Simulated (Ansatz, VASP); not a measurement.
**One calculation of SiC, two programs**

```
Si C
1.0
     2.18986   -2.18986    0.00000
     2.18986    0.00000   -2.18986
     8.67285    8.67285    8.67285
Si C
6 6
Direct
  0.00000 0.00000 0.39975
  0.33333 0.33333 0.23142
  0.66667 0.66667 0.56808
  0.00000 0.00000 0.90474
  0.33333 0.33333 0.73641
  0.66667 0.66667 0.06309
  0.66667 0.66667 0.44183
  0.00000 0.00000 0.27350
  0.33333 0.33333 0.61017
  0.66667 0.66667 0.94683
  0.00000 0.00000 0.77850
  0.33333 0.33333 0.10517
```

Alike in both runs: task single point; functional PBE; k mesh 10 × 10 × 2; occupations gaussian, width 0.05 eV; no spin polarisation.

|  | VASP | Ansatz |
| --- | --- | --- |
| version | VASP 6.6.1 | Ansatz 0.2.0 |
| potentials or method | VASP PAW PBE potentials, release 64 (Si, C), cutoff 520 eV | scalar-relativistic, plane waves, PAW |
| valence electrons in the cell | 48 | 48 |

|  | VASP | Ansatz | Ansatz less VASP |
| --- | --- | --- | --- |
| gap on the k mesh at the Fermi level (eV) | 1.26 | 1.26 | 0.000 |
| least direct gap on the mesh (eV) | 2.31 | 2.31 | +0.001 |
| pressure (GPa) | 2.7 | 2.8 | +0.06 |
| traceless stress, the component that is largest in VASP (GPa) | 2.58 | 2.58 | -0.006 |
| rms of the force components (eV/Å) | 0.724 | 0.728 | +0.0033 |

Atom by atom the forces differ by 0.004 eV/Å (rms over components). The functional is the same, so the differences come from potentials, cutoffs and numerics.
